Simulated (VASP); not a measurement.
# BAs (F-43m) in VASP: a series of runs, part 2 of 2

VASP 6.6.1. The steps go on from the part before.

## (3) Single point, LDA

INCAR reads:

```
  PREC = Accurate
  ENCUT = 520
  EDIFF = 1E-7
  ISMEAR = -1
  SIGMA = 0.05
  LREAL = False
  LASPH = True
  NELM = 100
  ALGO = Normal
  ISIF = 2
  LWAVE = False
  LCHARG = True
  GGA = CA
  LELF = True
  LVHAR = True
  NBANDS = 11
```

KPOINTS reads:

```
regular mesh
0
Gamma
  15 15 15
```

POSCAR reads:

```
BAs
1.0
    0.0000000000      2.3659370215      2.3659370215
    2.3659370215      0.0000000000      2.3659370215
    2.3659370215      2.3659370215      0.0000000000
B As
1 1
Direct
    0.0000000000      0.0000000000      0.0000000000
    0.2500000000      0.2500000000      0.2500000000
```

Potentials or basis: VASP PAW LDA potentials, release 64 (B, As).

Started as:

```
$ cat potpaw_LDA.64/B/POTCAR potpaw_LDA.64/As/POTCAR > POTCAR
$ mpirun -np 1 vasp_std > vasp.out
```

OUTCAR:

```text
PREC = Accurate
   ENCUT = 520
   EDIFF = 1E-7
   ISMEAR = -1
   LREAL = False
   LASPH = True
   NELM = 100
   ISIF = 2
   GGA = CA

 ion  position               nearest neighbor table
   1  0.000  0.000  0.000-   2 2.05   2 2.05   2 2.05   2 2.05
   2  0.250  0.250  0.250-   1 2.05   1 2.05   1 2.05   1 2.05

  LATTYP: Found a face centered cubic cell.
 ALAT       =     4.7318740430

  Lattice vectors:

 A1 = (   0.0000000000,   2.3659370215,   2.3659370215)
[... 521 lines left out ...]

------------------------ aborting loop because EDIFF is reached ----------------------------------------

  FORCE on cell =-STRESS in cart. coord.  units (eV):
  Direction    XX          YY          ZZ          XY          YZ          ZX
  --------------------------------------------------------------------------------------
  -------------------------------------------------------------------------------------
  Total        0.1631379      0.1631379      0.1631379      0.0000000      0.0000000     -0.0000000
  in kB        9.8679280      9.8679280      9.8679280      0.0000000      0.0000000     -0.0000000
  external PRESSURE =       9.8679280 kB  Pullay stress =       0.0000000 kB

 VOLUME and BASIS-vectors are now :
 -----------------------------------------------------------------------------
  energy-cutoff  :      520.00
  volume of cell :       26.49
      direct lattice vectors                 reciprocal lattice vectors
     0.000000000  2.365937022  2.365937022    -0.211332760  0.211332760  0.211332760
     2.365937022  0.000000000  2.365937022     0.211332760 -0.211332760  0.211332760
     2.365937022  2.365937022  0.000000000     0.211332760  0.211332760 -0.211332760

 POSITION                                       TOTAL-FORCE (eV/Angst)
 -----------------------------------------------------------------------------------
      0.00000      0.00000      0.00000        -0.000000     -0.000000     -0.000000
      1.18297      1.18297      1.18297         0.000000      0.000000      0.000000
 -----------------------------------------------------------------------------------
    total drift:                               -0.000000     -0.000000     -0.000000

  FREE ENERGIE OF THE ION-ELECTRON SYSTEM (eV)
  ---------------------------------------------------
  free  energy   TOTEN  =       -12.9263205812 eV

  energy  without entropy=      -12.9263205021  energy(sigma->0) =      -12.92632054
```

Run time: 29 s. Hardware: 1 thread of Intel Xeon Platinum 8375C at 2.90GHz (Ice Lake), shared host; peak memory 0.16 GiB.

What came out:

| Item | Value |
| --- | --- |
| Free energy | -12.9263 eV |
| Pressure | 1.0 GPa |
| Band gap on the k mesh | 1.10 eV, indirect (least direct gap 3.29 eV) |

Levels at points of the mesh, in eV from the valence-band top:
```
           k point  band 1  band 2  band 3  band 4  band 5  band 6  band 7  band 8  band 9
(0.00, 0.00, 0.00)  -15.64    0.00    0.00    0.00    3.29    3.29    3.29    5.06    9.50
```

## (4) Single point, LDA

INCAR reads:

```
PREC     = Accurate       # precision mode
ENCUT    = 520            # plane-wave cutoff, eV
EDIFF    = 1E-6           # SCF threshold, eV
ISMEAR   = -1             # smearing method
SIGMA    = 0.05           # smearing width, eV
LREAL    = F              # projectors in reciprocal space
LASPH    = T              # aspherical terms in the spheres
NELM     = 60             # most SCF steps
ALGO     = Normal         # electronic algorithm
ISIF     = 2              # what is computed and relaxed
LWAVE    = F              # write WAVECAR
LCHARG   = F              # write CHGCAR
NBANDS   = 11             # bands
```

KPOINTS is that of step 3.

POSCAR is that of step 3.

Started as:

```
$ cat potpaw_LDA.64/B/POTCAR potpaw_LDA.64/As/POTCAR > POTCAR
$ mpirun -np 1 vasp_std > vasp.out
```

Run time: 26 s. Hardware: 1 thread of Intel Xeon Platinum 8375C at 2.90GHz (Ice Lake), shared host; peak memory 0.16 GiB.

It converged, with:

```yaml
Free_energy: -12.9263 eV
Pressure: 1.0 GPa
Band_gap_on_the_k_mesh: 1.10 eV, indirect (least direct gap 3.29 eV)
```

Levels at points of the mesh, in eV from the valence-band top:
| k point | band 2 | band 3 | band 4 | band 5 | band 6 | band 7 |
| --- | --- | --- | --- | --- | --- | --- |
| (0.00, 0.00, 0.00) | 0.00 | 0.00 | 0.00 | 3.29 | 3.29 | 3.29 |

A k mesh can miss the band edges.

## (5) Relaxation of cell and atoms, LDA

This run uses another cell than the first one, of 13.63 Å³/atom, 1.029 times its volume.

INCAR reads:

```
SYSTEM = BAs
PREC = Accurate ; ENCUT = 600
EDIFF = 1E-6 ; ISMEAR = -1
SIGMA = 0.05 ; LREAL = .FALSE.
LASPH = .TRUE. ; NELM = 60
ALGO = Normal ; ISIF = 3
LWAVE = .FALSE. ; LCHARG = .FALSE.
GGA = CA ; IBRION = 2
NSW = 70 ; EDIFFG = -0.005
```

KPOINTS reads:

```
regular mesh
0
G
  15 15 15
  0 0 0
```

POSCAR reads:

```
BAs
1.0
    0.0000000000      2.3885000000      2.3885000000
    2.3885000000      0.0000000000      2.3885000000
    2.3885000000      2.3885000000      0.0000000000
B As
1 1
Direct
    0.0000000000      0.0000000000      0.0000000000
    0.2500000000      0.2500000000      0.2500000000
```

Started as:

```
$ cat potpaw_LDA.64/B/POTCAR potpaw_LDA.64/As/POTCAR > POTCAR
$ mpirun -np 1 vasp_std > vasp.out
```

Run time: 35 s. Hardware: 1 thread of Intel Xeon Platinum 8375C at 2.90GHz (Ice Lake), shared host; peak memory 0.18 GiB.

Results (log left out):

| Quantity | Value |
| --- | --- |
| Free energy | -12.9279 eV |
| Relaxed volume | 13.33 Å³/atom |
| Relaxed cell | a = 3.353 Å, b = 3.353 Å, c = 3.353 Å, α = 60.00°, β = 60.00°, γ = 60.00° |
| Space group after relaxing (to 0.05 Å) | F-43m (No. 216) |
| Energy gained by relaxing | 2.9 meV/atom |
| Ionic steps | 3 |
| Pressure after relaxing | 0.0 GPa |
| Band gap on the k mesh | 1.10 eV, indirect (least direct gap 3.28 eV) |

The path:
| step | energy change (eV) | largest force (eV/Å) | pressure (GPa) | volume (Å³) |
| --- | --- | --- | --- | --- |
| 1 | 0.0000 | 0.0000 | -3.09 | 27.25 |
| 2 | -0.0025 | 0.0000 | 2.50 | 26.23 |
| 3 | -0.0058 | 0.0000 | -0.01 | 26.66 |

Final structure:
```
B As
1.0
     0.00000    2.37115    2.37115
     2.37115    0.00000    2.37115
     2.37115    2.37115    0.00000
B As
1 1
Direct
  0.00000 0.00000 0.00000
  0.25000 0.25000 0.25000
```

Levels at points of the mesh, in eV from the valence-band top:
```
           k point  band 2  band 3  band 4  band 5  band 6  band 7
(0.00, 0.00, 0.00)    0.00    0.00    0.00    3.28    3.28    3.28
```

A k mesh can miss the band edges. LDA usually gives volumes a few per cent too small.
